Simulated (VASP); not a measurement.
Input of a VASP 6.6.1 run:

The input INCAR:

```
  PREC = Accurate
  ENCUT = 520
  EDIFF = 1E-7
  ISMEAR = -1
  SIGMA = 0.05
  LREAL = False
  LASPH = True
  NELM = 100
  ALGO = Normal
  ISIF = 2
  LWAVE = False
  LCHARG = False
  GGA = PS
  NBANDS = 57
```

File KPOINTS:

```
Automatic mesh
0
Gamma
  3 5 3
```

Contents of POSCAR:

```
HPbNO4
1.0
    6.7333791128      0.0000000000     -0.0321558878
    0.0000000000      4.1345396217      0.0000000000
   -3.3631214934      0.0000000000      7.0988038202
H Pb N O
2 2 2 8
Direct
    0.2250452916      0.7500000000      0.5177287269
    0.7749547084      0.2500000000      0.4822712731
    0.2967178810      0.2500000000      0.2846788414
    0.7032821190      0.7500000000      0.7153211586
    0.2274242210      0.7500000000      0.8403671114
    0.7725757790      0.2500000000      0.1596328886
    0.3290988510      0.7500000000      0.4583928581
    0.4246741249      0.7500000000      0.8748792678
    0.1676625546      0.7500000000      0.9719396519
    0.0798403703      0.7500000000      0.6702444585
    0.6709011490      0.2500000000      0.5416071419
    0.5753258751      0.2500000000      0.1251207322
    0.8323374454      0.2500000000      0.0280603481
    0.9201596297      0.2500000000      0.3297555415
```

Potentials or basis: VASP PAW PBE potentials, release 64 (H, Pb_d, N, O).

Command:

```bash
$ cat potpaw_PBE.64/H/POTCAR potpaw_PBE.64/Pb_d/POTCAR potpaw_PBE.64/N/POTCAR potpaw_PBE.64/O/POTCAR > POTCAR
$ mpirun -np 1 vasp_std > vasp.out
```

**Question.** Estimate the band gap on the k mesh.

**Answer.** 2.97 eV, indirect (least direct gap 3.13 eV).

**Question.** Predict the pressure.

**Answer.** 0.8 GPa.

**Question.** What does it give for the largest force?

**Answer.** 0.590 eV/Å.

Stress tensor (GPa, compression positive):
```
 1.55  0.00 -0.04
 0.00 -0.27  0.00
-0.04  0.00  1.08
```

Caveat: the standard files for N, O and F lose accuracy on very short bonds; the PAW data sets were made with another functional, which shifts forces and pressure a little; spin-orbit coupling is left out, which moves the levels of the heavy elements. As with any semilocal functional, this PBEsol gap is likely too small.
